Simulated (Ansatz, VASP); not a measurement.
## One calculation of Ag, two programs

Contents of POSCAR:

```
Ag
1.0
    0.0000000000      2.0519023311      2.0519023311
    2.0519023311      0.0000000000      2.0519023311
    2.0519023311      2.0519023311      0.0000000000
Ag
1
Direct
    0.0000000000      0.0000000000      0.0000000000
```

File INCAR.step1:

```
SYSTEM = Ag
PREC = Accurate
ENCUT = 520
ISMEAR = 0
SIGMA = 0.03
LREAL = .FALSE.
LASPH = .TRUE.
NELM = 80
NBANDS = 12
GGA = PE
ALGO = Normal
EDIFF = 1E-4
LWAVE = .TRUE.
LCHARG = .FALSE.
```

File INCAR.step2:

```
SYSTEM = Ag
PREC = Accurate
ENCUT = 520
EDIFF = 1E-6
ISMEAR = 0
SIGMA = 0.03
LREAL = .FALSE.
LASPH = .TRUE.
NELM = 80
ALGO = Normal
ISIF = 2
LWAVE = .FALSE.
LCHARG = .FALSE.
METAGGA = R2SCAN
LMIXTAU = .TRUE.
NBANDS = 12
ISTART = 1
```

The input KPOINTS:

```
Automatic mesh
0
G
  13 13 13
  0 0 0
```

Input for Ansatz:

```yaml
crystal:
  lattice:
    - [0.0, 2.0519023311, 2.0519023311]
    - [2.0519023311, 0.0, 2.0519023311]
    - [2.0519023311, 2.0519023311, 0.0]
  atoms:
    - { symbol: Ag, position: [0.0, 0.0, 0.0] }
hamiltonian:
  xc: r2scan
  pseudopotentials:
    kind: paw
    azcp:
      Ag: "pseudopotentials/Ag.paw.azcp"
basis:
  ecutwfc: 500
  fft_grid_basis: typed
kpoints:
  mp_grid: { grid: [13, 13, 13], shift: [0, 0, 0] }
magnetization:
  spin_polarized: false
scf:
  occupations: { method: gaussian, width: 0.03 }
  lower_state_search: "off"
output:
  stress: true
```

Alike in both runs: task single point; functional r2SCAN; k mesh 13 × 13 × 13; occupations gaussian, width 0.03 eV; no spin polarisation.

```csv
,VASP,Ansatz
version,VASP 6.6.1,Ansatz 0.2.0
potentials or method,"VASP PAW PBE potentials, release 64 (Ag), cutoff 520 eV","plane waves (500 eV) with PAW, scalar-relativistic"
valence electrons in the cell,11,19
```

```csv
,VASP,Ansatz,Ansatz less VASP
pressure (GPa),-0.1,-0.2,-0.13
```

VASP's potentials were made for PBE, not for r2SCAN. With one functional, cell and mesh, what is left measures potentials, basis and numerics. VASP's potentials hold 11 valence electrons a cell and Ansatz's 19, so a difference there can come from the potentials and not from the codes.
